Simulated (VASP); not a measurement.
Here is a VASP 6.6.1 calculation.

INCAR

```
PREC     = Accurate       # precision mode
ENCUT    = 520            # plane-wave cutoff, eV
EDIFF    = 1E-6           # SCF threshold, eV
ISMEAR   = -1             # smearing method
SIGMA    = 0.05           # smearing width, eV
LREAL    = F              # projectors in reciprocal space
LASPH    = T              # aspherical terms in the spheres
NELM     = 60             # most SCF steps
ALGO     = Normal         # electronic algorithm
ISIF     = 2              # what is computed and relaxed
LWAVE    = F              # write WAVECAR
LCHARG   = T              # write CHGCAR
GGA      = PS             # functional
LELF     = T              # ELF
LVHAR    = T            
NBANDS   = 17             # bands
```

File KPOINTS:

```
Automatic mesh
0
Gamma
  13 13 7
```

Contents of POSCAR:

```
Hf
1.0
    3.2593948047      0.0000000000      0.0000000000
   -1.6296974024      2.8227187018      0.0000000000
    0.0000000000      0.0000000000      5.1569977332
Hf
2
Direct
    0.3333333333      0.6666666667      0.2500000000
    0.6666666667      0.3333333333      0.7500000000
```

Potentials or basis: VASP PAW PBE potentials, release 64 (Hf_pv).

Launch:

```console
$ cat potpaw_PBE.64/Hf_pv/POTCAR > POTCAR
$ mpirun -np 1 vasp_std > vasp.out
```

Question: Predict the pressure.

Answer: -9.4 GPa.

Question: Predict the band gap on the k mesh.

Answer: Zero (band 10 reaches 5.51 eV, above the bottom of band 11 at 3.97 eV).

Stress tensor (GPa, compression positive):
```
-9.24  0.00  0.00
 0.00 -9.24  0.00
 0.00  0.00 -9.76
```

Caveat: the PAW data sets were made with another functional, which shifts forces and pressure a little; spin-orbit coupling is left out, which moves the levels of the heavy elements.
